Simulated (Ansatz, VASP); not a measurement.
**Si in VASP and in Ansatz**

```
CELL_PARAMETERS angstrom
0.00000 2.72212 2.72212
2.72212 0.00000 2.72212
2.72212 2.72212 0.00000
ATOMIC_POSITIONS crystal
Si 0.00000 0.00000 0.00000
Si 0.25000 0.25000 0.25000
```

Alike in both runs: task single point; functional HSE06; k mesh 6 × 6 × 6; no spin polarisation.

|  | VASP | Ansatz |
| --- | --- | --- |
| version | VASP 6.6.1 | Ansatz 0.2.0 |
| potentials or method | VASP PAW PBE potentials, release 64 (Si) | plane waves, PAW |
| plane-wave cutoff (eV) | 520 | 420 |
| occupations | gaussian, width 0.01 eV | fixed |
| valence electrons in the cell | 8 | 8 |

|  | VASP | Ansatz | Ansatz less VASP |
| --- | --- | --- | --- |
| gap on the k mesh at the Fermi level (eV) | 1.31 | 1.29 | -0.012 |
| pressure (GPa) | -0.5 | -0.2 | +0.34 |

Ansatz's warnings: stress exchange threshold loose, stress scf threshold loose.
